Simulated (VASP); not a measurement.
Crystal: CoO.

```
CELL_PARAMETERS angstrom
2.55800 0.00000 0.00000
0.00000 2.55800 0.00000
0.00000 0.00000 2.55800
ATOMIC_POSITIONS crystal
Co 0.00000 0.00000 0.00000
O 0.50000 0.50000 0.50000
```

- Program: VASP 6.6.1
- Task: relaxation of cell and atoms
- Functional: PBE
- Potentials or basis: VASP PAW PBE potentials, release 64 (Co, O)
- Cutoff: 600 eV
- k mesh: 8 × 8 × 8
- Occupations: gaussian, width 0.1 eV
- Spin: collinear spin, ferromagnetic start
- Starting moments: [2.73, 0.53] μB

At the start: pressure 14.9 GPa; volume 8.37 Å³/atom.

Where does the relaxation end?

Over 3 steps the energy falls by 24.3 meV/atom and the volume is 8.93 Å³/atom (+6.7 %); space group Pm-3m (No. 221, to 0.1 Å) before and after; moment 3.00 μB per cell.

Step by step:
| step | energy change (eV) | largest force (eV/Å) | pressure (GPa) | volume (Å³) |
| --- | --- | --- | --- | --- |
| 1 | 0.0000 | 0.0000 | 14.90 | 16.74 |
| 2 | -0.0263 | 0.0000 | -8.03 | 18.70 |
| 3 | -0.0485 | 0.0000 | -0.11 | 17.85 |

Final structure:
```
Co O
1.0
     2.61366    0.00000    0.00000
     0.00000    2.61366    0.00000
     0.00000    0.00000    2.61366
Co O
1 1
Cartesian
  0.0000 0.0000 0.0000
  1.3068 1.3068 1.3068
```

Caveat: a cell with one magnetic atom can't hold antiferromagnetic order, which such compounds often take.
